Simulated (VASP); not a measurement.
# TaC3 (P6/mmm) in VASP: further runs, part 2 of 2

VASP 6.6.1. The steps go on from the part before.

## 3. Relaxation of cell and atoms, PBE

This run uses another cell than the first one, of 13.58 Å³/atom, 0.993 times its volume.

File INCAR:

```
SYSTEM = TaC3
ALGO     = Normal         ! electronic algorithm
EDIFF    = 1E-6           ! SCF threshold, eV
EDIFFG   = -0.01          ! ionic threshold
ENCUT    = 600            ! plane-wave cutoff, eV
GGA      = PE             ! functional
IBRION   = 2              ! ionic algorithm
ISIF     = 3              ! what is computed and relaxed
ISMEAR   = 0              ! smearing method
LASPH    = .True.         ! aspherical terms in the spheres
LCHARG   = .False.        ! write CHGCAR
LREAL    = .False.        ! projectors in reciprocal space
LWAVE    = .False.        ! write WAVECAR
NELM     = 80             ! most SCF steps
NSW      = 100            ! ionic steps
PREC     = Accurate       ! precision mode
SIGMA    = 0.1            ! smearing width, eV
```

File KPOINTS:

```
k-points
0
Gamma
  12 12 12
  0 0 0
```

File POSCAR:

```
TaC3
1.0
    3.8717925031      0.0000000000      0.0000000000
   -1.9358962515      3.3530706658      0.0000000000
    0.0000000000      0.0000000000      4.1832687421
Ta C
1 3
Direct
    0.0000000000      0.0000000000      0.0000000000
    0.3333333333      0.6666666667      0.0000000000
    0.6666666667      0.3333333333      0.0000000000
    0.0000000000      0.0000000000      0.5000000000
```

Potentials or basis: VASP PAW PBE potentials, release 64 (Ta_pv, C).

Command:

```console
$ cat potpaw_PBE.64/Ta_pv/POTCAR potpaw_PBE.64/C/POTCAR > POTCAR
$ mpirun -np 1 vasp_std > vasp.out
```

OUTCAR:

```text
SYSTEM = TaC3
   EDIFF = 1E-6
   EDIFFG = -0.01
   ENCUT = 600
   GGA = PE
   IBRION = 2
   ISIF = 3
   ISMEAR = 0
   LASPH = .True.
   LREAL = .False.
   NELM = 80
   NSW = 100
   PREC = Accurate

 ion  position               nearest neighbor table
   1  0.000  0.000  0.000-   4 2.09   4 2.09   2 2.24   3 2.24   2 2.24   3 2.24   3 2.24   2 2.24

   2  0.333  0.667  0.000-   1 2.24   1 2.24   1 2.24
   3  0.667  0.333  0.000-   1 2.24   1 2.24   1 2.24
   4  0.000  0.000  0.500-   1 2.09   1 2.09

  LATTYP: Found a hexagonal cell.
 ALAT       =     3.8717925031
 C/A-ratio  =     1.0804475547

  Lattice vectors:

 A1 = (   3.8717925031,   0.0000000000,   0.0000000000)
 A2 = (  -1.9358962515,   3.3530706658,   0.0000000000)
 A3 = (   0.0000000000,   0.0000000000,   4.1832687421)

Analysis of symmetry for initial positions (statically):
=====================================================================
 Subroutine PRICEL returns:
 Original cell was already a primitive cell.

 Routine SETGRP: Setting up the symmetry group for a
 hexagonal supercell.

 Subroutine GETGRP returns: Found 24 space group operations
 (whereof 24 operations were pure point group operations)
 out of a pool of 24 trial point group operations.

The static configuration has the point symmetry D_6h.

Analysis of symmetry for dynamics (positions and initial velocities):
=====================================================================
 Subroutine PRICEL returns:
 Original cell was already a primitive cell.

 Routine SETGRP: Setting up the symmetry group for a
 hexagonal supercell.

 Subroutine GETGRP returns: Found 24 space group operations
 (whereof 24 operations were pure point group operations)
 out of a pool of 24 trial point group operations.

The dynamic configuration has the point symmetry D_6h.

 Subroutine INISYM returns: Found 24 space group operations
 (whereof 24 operations are pure point group operations),
 and found     1 'primitive' translations

----------------------------------------------------------------------------------------

                                     Primitive cell

  volume of cell :      54.3088

  direct lattice vectors                    reciprocal lattice vectors
     3.871792503  0.000000000  0.000000000     0.258278304  0.149117048  0.000000000
    -1.935896251  3.353070666  0.000000000     0.000000000  0.298234096  0.000000000
     0.000000000  0.000000000  4.183268742     0.000000000  0.000000000  0.239047516

  length of vectors
     3.871792503  3.871792503  4.183268742     0.298234096  0.298234096  0.239047516

  position of ions in fractional coordinates (direct lattice)
     0.000000000  0.000000000  0.000000000
     0.333333333  0.666666667  0.000000000
     0.666666667  0.333333333  0.000000000
     0.000000000  0.000000000  0.500000000

  ion indices of the primitive-cell ions
   primitive index   ion index
                 1           1
                 2           2
                 3           3
                 4           4

----------------------------------------------------------------------------------------

 KPOINTS: k-points

Automatic generation of k-mesh.
 Grid dimensions read from file:
 generate k-points for:   12   12   12

 Generating k-lattice:
[... 51 lines left out ...]
   NGXF,Y,Z  is equivalent  to a cutoff of  27.48, 27.48, 28.61 a.u.
 SYSTEM =  TaC3
   PREC   = accura    normal or accurate (medium, high low for compatibility)
   ISTART =      0    job   : 0-new  1-cont  2-samecut
   ICHARG =      2    charge: 1-file 2-atom 10-const
   ISPIN  =      1    spin polarized calculation?
   LNONCOLLINEAR =      F non collinear calculations
   LSORBIT =      F    spin-orbit coupling
   LASPH  =      T    aspherical Exc in radial PAW
   ENCUT  =  600.0 eV  44.10 Ry    6.64 a.u.   7.73  7.73  8.36*2*pi/ulx,y,z
   NELM   =     80;   NELMIN=  2; NELMDL= -5     # of ELM steps
   EDIFF  = 0.1E-05   stopping-criterion for ELM
   LREAL  =      F    real-space projection
   EDIFFG = -.1E-01   stopping-criterion for IOM
   NSW    =    100    number of steps for IOM
   IBRION =      2    ionic relax: 0-MD 1-quasi-New 2-CG
   NFREE  =      1    steps in history (QN), initial steepest desc. (CG)
   ISIF   =      3    stress and relaxation
   ISYM   =      2    0-nonsym 1-usesym 2-fastsym
   POTIM  = 0.5000    time-step for ionic-motion
   TEBEG  =    0.0;   TEEND  =   0.0 temperature during run
   PSTRESS=    0.0 pullay stress
   NELECT =      23.0000    total number of electrons
   NUPDOWN=      -1.0000    fix difference up-down
   EMIN   =  10.00;   EMAX   =-10.00  energy-range for DOS
   EFERMI =   0.00;   METHOD = LEGACY
   ISMEAR =     0;   SIGMA  =   0.10  broadening in eV -4-tet -1-fermi 0-gaus
   EFERMI_NEDOS =   21; number of points for ismear=-14 and -15
   IALGO  =     38    algorithm
   IMIX   =      4    mixing-type and parameters
     AMIX     =   0.40;   BMIX     =  1.00
     AMIX_MAG =   1.60;   BMIX_MAG =  1.00
  volume/ion in A,a.u.               =      13.58        91.62
  Fermi-wavevector in a.u.,A,eV,Ry     =   1.229402  2.323233 20.564245  1.511429
  Thomas-Fermi vector in A             =   2.364291
   LORBIT       =      0    0 simple, 1 ext, 2 COOP (PROOUT), +10 PAW based schemes
   GGA     = PE    functional components
   LHFCALC =     F    Hartree Fock is set to
   AEXX    =    0.0000 exact exchange contribution
   IVDW    =     0    specifies the selected vdW correction
   LEPSILON=     F    determine dielectric tensor
   LRPA    =     F    only Hartree local field effects (RPA)
 conjugate gradient relaxation of ions
 non-spin polarized calculation
 Gauss-broadening in eV      SIGMA  =   0.10
  energy-cutoff  :      600.00
  volume of cell :       54.31
 maximum number of plane-waves:      1859
 NGX is ok and might be reduce to    32
   NGX = 15   NGY = 15   NGZ = 17

--------------------------------------- Ionic step        1  -------------------------------------------

 number of electron      23.0000002 magnetization

 Free energy of the ion-electron system (eV)
  ---------------------------------------------------
  ext. energy  EPLUGINS =         0.00000000
  ---------------------------------------------------
  free energy    TOTEN  =       -29.74126072 eV

  energy without entropy =      -29.72423149  energy(sigma->0) =      -29.73274610

------------------------ aborting loop because EDIFF is reached ----------------------------------------

  FORCE on cell =-STRESS in cart. coord.  units (eV):
  Direction    XX          YY          ZZ          XY          YZ          ZX
  --------------------------------------------------------------------------------------
  -------------------------------------------------------------------------------------
  Total        0.3935998      0.3935998      0.6114117      0.0000000     -0.0000000     -0.0000000
  in kB       11.6116772     11.6116772     18.0373930      0.0000000     -0.0000000     -0.0000000
  external PRESSURE =      13.7535824 kB  Pullay stress =       0.0000000 kB
[... 101 lines left out ...]
--------------------------------------- Ionic step        4  -------------------------------------------

 number of electron      23.0000002 magnetization

 Free energy of the ion-electron system (eV)
  ---------------------------------------------------
  ext. energy  EPLUGINS =         0.00000000
  ---------------------------------------------------
  free energy    TOTEN  =       -29.74355573 eV

  energy without entropy =      -29.72664683  energy(sigma->0) =      -29.73510128

 E-fermi :   2.7212     XC(G=0): -10.4222

 val. band max:        2.7089054854   @ k =   0.2500   0.0833   0.1667
 cond. band min:       2.7405871057   @ k =   0.0833   0.0000   0.0833
 fundamental gap:      0.0316816203
 Fermi energy:         2.7212465312

 k-point     1 :       0.0000    0.0000    0.0000
  band No.  band energies     occupation
      1     -30.8836      2.00000
      2     -30.8282      2.00000
      3     -30.8282      2.00000
      4     -10.4190      2.00000
      5      -6.8614      2.00000
      6      -2.7551      2.00000
      7      -2.6552      2.00000
      8      -2.6552      2.00000
      9       0.0363      2.00000
     10       3.0339      0.00001
     11       3.0339      0.00001
     12       4.2460      0.00000
     13       4.8768      0.00000
     14       4.8768      0.00000
[... 401 lines left out ...]
      2     -30.8789      2.00000
      3     -30.8474      2.00000
      4      -8.9466      2.00000
      5      -6.7147      2.00000
      6      -6.1478      2.00000
      7      -1.3415      2.00000
      8      -0.1050      2.00000
      9       0.8069      2.00000
     10       2.4575      1.99981
     11       2.5210      1.99537
     12       3.1301      0.00000
     13       3.4698      0.00000
     14       3.7321      0.00000
     15       4.0090      0.00000

 [... further k-points ...]
[... 5 lines left out ...]
  --------------------------------------------------------------------------------------
  -------------------------------------------------------------------------------------
  Total        0.0169126      0.0169126     -0.0164057      0.0000000      0.0000000      0.0000000
  in kB        0.4943939      0.4943939     -0.4795786      0.0000000      0.0000000      0.0000000
  external PRESSURE =       0.1697364 kB  Pullay stress =       0.0000000 kB
[... 19 lines left out ...]
  FREE ENERGIE OF THE ION-ELECTRON SYSTEM (eV)
  ---------------------------------------------------
  free  energy   TOTEN  =       -29.7435557302 eV

  energy  without entropy=      -29.7266468316  energy(sigma->0) =      -29.73510128

 reached required accuracy - stopping structural energy minimisation
```

Run time: 3.1 min. Hardware: 1 thread of Intel Xeon Platinum 8488C (Sapphire Rapids), shared host; peak memory 0.29 GiB.

What came out:

```
Free energy                            : -29.7436 eV
Relaxed volume                         : 13.70 Å³/atom
Relaxed cell                           : a = 3.880 Å, b = 3.880 Å, c = 4.203 Å, α = 90.00°, β = 90.00°, γ = 120.00°
Space group after relaxing (to 0.05 Å) : P6/mmm (No. 191)
Energy gained by relaxing              : 0.6 meV/atom
Ionic steps                            : 4
Pressure after relaxing                : 0.0 GPa
```

The path:
```tsv
step	energy change (eV)	largest force (eV/Å)	pressure (GPa)	volume (Å³)
1	0.0000	0.0000	1.38	54.31
2	-0.0008	0.0000	-1.10	55.23
3	-0.0023	0.0000	-0.03	54.82
4	-0.0023	0.0000	0.02	54.81
```

Final structure:
```
Ta C
1.0
     3.88039    0.00000    0.00000
    -1.94019    3.36051    0.00000
     0.00000    0.00000    4.20306
Ta C
1 3
Direct
  0.00000 0.00000 0.00000
  0.33333 0.66667 0.00000
  0.66667 0.33333 0.00000
  0.00000 0.00000 0.50000
```

Levels at points of the mesh, in eV from the Fermi level:
```tsv
k point	band 10	band 11	band 12	band 13	band 14	band 15
(0.00, 0.00, 0.00)	0.31	0.31	1.52	2.16	2.16	2.36
(0.50, 0.00, 0.00)	-0.54	-0.34	-0.33	0.81	1.28	1.75
(0.00, 0.00, 0.50)	-1.65	-1.16	-1.16	2.09	2.46	2.46
(0.50, 0.00, 0.50)	-2.59	-1.57	-0.51	0.10	2.18	2.89
```

Caveat: spin-orbit coupling is left out, which moves the levels of the heavy elements.
